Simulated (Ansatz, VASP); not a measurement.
**Y in VASP and in Ansatz**

INCAR

```
SYSTEM = Y
PREC = Accurate
ENCUT = 520
EDIFF = 1E-6
ISMEAR = 1
SIGMA = 0.1
LREAL = .FALSE.
LASPH = .TRUE.
NELM = 100
ALGO = Normal
ISIF = 2
LWAVE = .FALSE.
LCHARG = .FALSE.
GGA = PE
NBANDS = 18
```

Contents of KPOINTS:

```
Automatic mesh
0
G
  9 9 5
  0 0 0
```

POSCAR

```
Y
1.0
    3.5474204848      0.0000000000      0.0000000000
   -1.7737102424      3.0721562599      0.0000000000
    0.0000000000      0.0000000000      5.5735175275
Y
2
Direct
    0.3333333333      0.6666666667      0.2500000000
    0.6666666667      0.3333333333      0.7500000000
```

Input for Ansatz:

```yaml
crystal:
  lattice:
    - [3.5474204847506554, 0.0, 0.0]
    - [-1.7737102423753277, 3.072156259874705, 0.0]
    - [0.0, 0.0, 5.573517527529776]
  atoms:
    - { symbol: "Y", position: [0.3333333333333333, 0.6666666666666666, 0.25] }
    - { symbol: "Y", position: [0.6666666666666666, 0.3333333333333333, 0.75] }
basis:
  ecutwfc: 420.0
kpoints:
  mp_grid:
    grid: [9, 9, 5]
scf:
  occupations:
    method: cold
output:
  stress: true
```

Alike in both runs: task single point; functional PBE; k mesh 9 × 9 × 5; no spin polarisation.

```csv
,VASP,Ansatz
version,VASP 6.6.1,Ansatz 0.2.0
potentials or method,"VASP PAW PBE potentials, release 64 (Y_sv), cutoff 520 eV","plane waves, PAW"
occupations,"methfessel-paxton of order 1, width 0.1 eV",cold
valence electrons in the cell,22,22
```

|  | VASP | Ansatz | Ansatz less VASP |
| --- | --- | --- | --- |
| pressure (GPa) | 3.3 | 3.5 | +0.16 |
| traceless stress, the component that is largest in VASP (GPa) | -0.17 | -0.15 | +0.025 |
